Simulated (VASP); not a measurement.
# Re (I4/mmm) in VASP: further runs

Runs on Re. Level: PBE. Tasks: single point.

All numbers are computed with VASP 6.6.1; they aren't measurements. Logs are shortened: lines on timing, memory, paths and dates and some standing lists are left out, and cuts for length are marked.

## 1. The cell of the first run

It takes space group I4/mmm (No. 139, tetragonal). Conventional cell: a = 2.968 Å, b = 2.968 Å, c = 3.244 Å, α = 90.00°, β = 90.00°, γ = 90.00°. Re (site symmetry 4/mmm) has 14 Re at 2.65 to 3.24 Å within 3.5 Å.

## 2. Single point, PBE (14.29 Å³/atom)

Input file INCAR:

```
PREC = Accurate
ENCUT = 560
EDIFF = 1E-6
ISMEAR = 0
SIGMA = 0.15
LREAL = F
LASPH = T
NELM = 120
ALGO = Normal
ISIF = 2
LWAVE = F
LCHARG = F
GGA = PE
NBANDS = 14
GGA_COMPAT = F
```

Input file KPOINTS:

```
regular mesh
0
Gamma
  10 10 10
```

Input file POSCAR:

```
Re
1.0
    0.0000000000      2.0984585027      1.6221084226
    2.0984585027      0.0000000000      1.6221084226
    2.0984585027      2.0984585027      0.0000000000
Re
1
Direct
    0.0000000000      0.0000000000      0.0000000000
```

Potentials or basis: VASP PAW PBE potentials, release 64 (Re_sv_GW).

Launch:

```console
$ cat potpaw_PBE.64/Re_sv_GW/POTCAR > POTCAR
$ mpirun -np 1 vasp_std > vasp.out
```

OUTCAR:

```text
PREC = Accurate
   ENCUT = 560
   EDIFF = 1E-6
   ISMEAR = 0
   LREAL = F
   LASPH = T
   NELM = 120
   ISIF = 2
   GGA = PE

 ion  position               nearest neighbor table
   1  0.000  0.000  0.000-

  LATTYP: Found a body centered tetragonal cell.
 ALAT       =     2.9676684746
 C/A-ratio  =     1.0931870837

  Lattice vectors:

 A1 = (   0.0000000000,  -2.0984585027,  -1.6221084226)
 A2 = (   0.0000000000,   2.0984585027,  -1.6221084226)
 A3 = (   2.0984585027,   0.0000000000,   1.6221084226)

Analysis of symmetry for initial positions (statically):
=====================================================================
 Subroutine PRICEL returns:
 Original cell was already a primitive cell.

 Routine SETGRP: Setting up the symmetry group for a
 body centered tetragonal supercell.

 Subroutine GETGRP returns: Found 16 space group operations
 (whereof 16 operations were pure point group operations)
 out of a pool of 16 trial point group operations.

The static configuration has the point symmetry D_4h.

Analysis of symmetry for dynamics (positions and initial velocities):
=====================================================================
 Subroutine PRICEL returns:
 Original cell was already a primitive cell.

 Routine SETGRP: Setting up the symmetry group for a
 body centered tetragonal supercell.

 Subroutine GETGRP returns: Found 16 space group operations
 (whereof 16 operations were pure point group operations)
 out of a pool of 16 trial point group operations.

The dynamic configuration has the point symmetry D_4h.

 Subroutine INISYM returns: Found 16 space group operations
 (whereof 16 operations are pure point group operations),
 and found     1 'primitive' translations

----------------------------------------------------------------------------------------

                                     Primitive cell

  volume of cell :      14.2860

  direct lattice vectors                    reciprocal lattice vectors
     0.000000000  2.098458503  1.622108423    -0.238270139  0.238270139  0.308240801
     2.098458503  0.000000000  1.622108423     0.238270139 -0.238270139  0.308240801
     2.098458503  2.098458503  0.000000000     0.238270139  0.238270139 -0.308240801

  length of vectors
     2.652312919  2.652312919  2.967668475     0.456681191  0.456681191  0.456681191

  position of ions in fractional coordinates (direct lattice)
     0.000000000  0.000000000  0.000000000

  ion indices of the primitive-cell ions
   primitive index   ion index
                 1           1

[... 83 lines left out ...]
   NUPDOWN=      -1.0000    fix difference up-down
   EMIN   =  10.00;   EMAX   =-10.00  energy-range for DOS
   EFERMI =   0.00;   METHOD = LEGACY
   ISMEAR =     0;   SIGMA  =   0.15  broadening in eV -4-tet -1-fermi 0-gaus
   EFERMI_NEDOS =   21; number of points for ismear=-14 and -15
   IALGO  =     38    algorithm
   IMIX   =      4    mixing-type and parameters
     AMIX     =   0.40;   BMIX     =  1.00
     AMIX_MAG =   1.60;   BMIX_MAG =  1.00
  volume/ion in A,a.u.               =      14.29        96.41
  Fermi-wavevector in a.u.,A,eV,Ry     =   1.663930  3.144372 37.669945  2.768663
  Thomas-Fermi vector in A             =   2.750562
   LORBIT       =      0    0 simple, 1 ext, 2 COOP (PROOUT), +10 PAW based schemes
   GGA     = PE    functional components
   LHFCALC =     F    Hartree Fock is set to
   AEXX    =    0.0000 exact exchange contribution
   IVDW    =     0    specifies the selected vdW correction
   LEPSILON=     F    determine dielectric tensor
   LRPA    =     F    only Hartree local field effects (RPA)
 non-spin polarized calculation
 Gauss-broadening in eV      SIGMA  =   0.15
  energy-cutoff  :      560.00
  volume of cell :       14.29
 maximum number of plane-waves:       440
   NGX = 11   NGY = 11   NGZ = 11

 number of electron      15.0000001 magnetization

 Free energy of the ion-electron system (eV)
  ---------------------------------------------------
  ext. energy  EPLUGINS =         0.00000000
  ---------------------------------------------------
  free energy    TOTEN  =       -13.70238411 eV

  energy without entropy =      -13.68801236  energy(sigma->0) =      -13.69519824

 E-fermi :  14.3225     XC(G=0): -14.4057

 val. band max:       14.3208736363   @ k =   0.5000   0.0000   0.0000
 cond. band min:      14.3287258630   @ k =  -0.4000   0.0000   0.1000
 fundamental gap:      0.0078522268
 Fermi energy:        14.3224653046

 k-point     1 :       0.0000    0.0000    0.0000
  band No.  band energies     occupation
      1     -66.3377      2.00000
      2     -27.5448      2.00000
      3     -27.4746      2.00000
      4     -27.4746      2.00000
      5       3.5100      2.00000
      6      11.3999      2.00000
      7      11.3999      2.00000
      8      12.5527      2.00000
      9      14.4986      0.09687
     10      15.9350      0.00000
     11      28.1128      0.00000
     12      29.8366      0.00000
     13      29.8366      0.00000
     14      40.5806      0.00000
[... 377 lines left out ...]
      1     -66.1419      2.00000
      2     -28.5564      2.00000
      3     -28.1406      2.00000
      4     -28.0998      2.00000
      5       8.1324      2.00000
      6       8.4562      2.00000
      7      14.1152      1.94936
      8      14.1682      1.85422
      9      17.4195      0.00000
     10      17.9481      0.00000
     11      27.5830      0.00000
     12      28.9809      0.00000
     13      32.6392      0.00000
     14      36.8648      0.00000

 [... further k-points ...]

------------------------ aborting loop because EDIFF is reached ----------------------------------------

  FORCE on cell =-STRESS in cart. coord.  units (eV):
  Direction    XX          YY          ZZ          XY          YZ          ZX
  --------------------------------------------------------------------------------------
  -------------------------------------------------------------------------------------
  Total        1.8225164      1.8225164      1.9943292      0.0000000      0.0000000     -0.0000000
  in kB      204.3955193    204.3955193    223.6643604      0.0000000      0.0000000     -0.0000000
  external PRESSURE =     210.8184663 kB  Pullay stress =       0.0000000 kB

 VOLUME and BASIS-vectors are now :
 -----------------------------------------------------------------------------
  energy-cutoff  :      560.00
  volume of cell :       14.29
      direct lattice vectors                 reciprocal lattice vectors
     0.000000000  2.098458503  1.622108423    -0.238270139  0.238270139  0.308240801
     2.098458503  0.000000000  1.622108423     0.238270139 -0.238270139  0.308240801
     2.098458503  2.098458503  0.000000000     0.238270139  0.238270139 -0.308240801

 POSITION                                       TOTAL-FORCE (eV/Angst)
 -----------------------------------------------------------------------------------
      0.00000      0.00000      0.00000         0.000000     -0.000000      0.000000
 -----------------------------------------------------------------------------------
    total drift:                                0.000000     -0.000000     -0.000000

  FREE ENERGIE OF THE ION-ELECTRON SYSTEM (eV)
  ---------------------------------------------------
  free  energy   TOTEN  =       -13.7023841133 eV

  energy  without entropy=      -13.6880123635  energy(sigma->0) =      -13.69519824
```

OSZICAR:

```text
N       E                     dE             d eps       ncg     rms          rms(c)
DAV:   1     0.835247703068E+02    0.83525E+02   -0.99931E+03  2894   0.117E+03
DAV:   2    -0.130430937172E+02   -0.96568E+02   -0.91678E+02  3684   0.315E+02
DAV:   3    -0.146660942205E+02   -0.16230E+01   -0.16182E+01  3180   0.364E+01
DAV:   4    -0.146689636064E+02   -0.28694E-02   -0.28693E-02  3486   0.203E+00
DAV:   5    -0.146689736081E+02   -0.10002E-04   -0.10001E-04  3204   0.103E-01    0.108E+02
DAV:   6    -0.138490282591E+02    0.81995E+00   -0.78013E-01  2994   0.901E+00    0.595E+01
DAV:   7    -0.137209937390E+02    0.12803E+00   -0.55647E-01  3198   0.728E+00    0.113E+01
DAV:   8    -0.137024393555E+02    0.18554E-01   -0.57265E-02  2940   0.253E+00    0.101E+00
DAV:   9    -0.137023709620E+02    0.68394E-04   -0.21888E-03  3198   0.640E-01    0.594E-01
DAV:  10    -0.137023828128E+02   -0.11851E-04   -0.23285E-05  3360   0.530E-02    0.251E-01
DAV:  11    -0.137023841923E+02   -0.13794E-05   -0.23322E-06  3090   0.175E-02    0.808E-02
DAV:  12    -0.137023841133E+02    0.79000E-07   -0.26260E-07  1620   0.551E-03
   1 F= -.13702384E+02 E0= -.13695198E+02  d E =-.143717E-01
```

Wall time 14 s (1 thread of Intel Xeon Platinum 8488C (Sapphire Rapids), shared host); peak memory 0.15 GiB.

Results:

```
Free energy            : -13.7024 eV
Pressure               : 21.1 GPa
Band gap on the k mesh : zero (an odd number of electrons rules out a gap without spin polarisation)
```

Caveat: the cell stands under pressure; spin-orbit coupling is left out, which moves the levels of the heavy elements.

## 3. Single point, PBE (14.53 Å³/atom)

This run uses another cell than the first one, of 14.53 Å³/atom.

Input file INCAR:

```
ALGO = Normal ; EDIFF = 1E-6
ENCUT = 560 ; GGA = PE
GGA_COMPAT = F ; ISIF = 2
ISMEAR = 0 ; LASPH = T
LCHARG = T ; LELF = T
LREAL = F ; LVHAR = T
LWAVE = F ; NBANDS = 14
NELM = 120 ; PREC = Accurate
SIGMA = 0.15
```

Input file KPOINTS:

```
k-points
0
Gamma
  10 10 10
```

Input file POSCAR:

```
Re
1.0
    0.0000000000      2.1101444376      1.6311416503
    2.1101444376      0.0000000000      1.6311416503
    2.1101444376      2.1101444376      0.0000000000
Re
1
Direct
    0.0000000000      0.0000000000      0.0000000000
```

Potentials or basis: VASP PAW PBE potentials, release 64 (Re_sv_GW).

Launch:

```console
$ cat potpaw_PBE.64/Re_sv_GW/POTCAR > POTCAR
$ mpirun -np 1 vasp_std > vasp.out
```

Run time: 20 s. Hardware: 1 thread of AMD EPYC 7R13 (Zen 3), shared host; peak memory 0.13 GiB.

The run converged. Its results:

- Free energy: -13.7307 eV
- Pressure: 13.8 GPa
- Band gap on the k mesh: zero (an odd number of electrons rules out a gap without spin polarisation)

Stress tensor (GPa, compression positive):
```
13.10  0.00  0.00
 0.00 13.10  0.00
 0.00  0.00 15.27
```

Levels at points of the mesh, in eV from the Fermi level:
| k point | band 5 | band 6 | band 7 | band 8 | band 9 | band 10 |
| --- | --- | --- | --- | --- | --- | --- |
| (0.00, 0.00, 0.00) | -10.69 | -2.86 | -2.86 | -1.73 | 0.18 | 1.58 |
| (0.50, 0.00, 0.00) | -7.45 | -4.43 | -0.05 | -0.03 | 2.01 | 4.64 |
| (0.50, 0.50, 0.00) | -7.24 | -6.95 | 3.64 | 4.00 | 4.00 | 6.50 |
| (0.50, 0.00, 0.50) | -7.47 | -5.61 | 0.70 | 1.87 | 2.38 | 4.96 |

Caveat: the cell stands under pressure; spin-orbit coupling is left out, which moves the levels of the heavy elements.
